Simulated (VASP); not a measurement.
Here is a VASP 6.6.1 calculation.

File INCAR:

```
SYSTEM = NaH
PREC = Accurate ; ENCUT = 520
EDIFF = 1E-6 ; ISMEAR = -1
SIGMA = 0.08 ; LREAL = .FALSE.
LASPH = .TRUE. ; NELM = 100
ALGO = Normal ; ISIF = 2
LWAVE = .FALSE. ; LCHARG = .FALSE.
GGA = PE ; NBANDS = 11
```

Contents of KPOINTS:

```
regular mesh
0
G
  12 12 12
  0 0 0
```

File POSCAR:

```
NaH
1.0
    0.0000000000      2.3666640037      2.3666640037
    2.3666640037      0.0000000000      2.3666640037
    2.3666640037      2.3666640037      0.0000000000
Na H
1 1
Direct
    0.0000000000      0.0000000000      0.0000000000
    0.5000000000      0.5000000000      0.5000000000
```

Potentials or basis: VASP PAW PBE potentials, release 64 (Na_pv, H).

The run is started by

```sh
$ cat potpaw_PBE.64/Na_pv/POTCAR potpaw_PBE.64/H/POTCAR > POTCAR
$ mpirun -np 1 vasp_std > vasp.out
```

(1) What does it give for the pressure?

(2) Predict the band gap on the k mesh.

## Answers

(1) 1.6 GPa.

(2) 3.87 eV, indirect (least direct gap 4.75 eV).
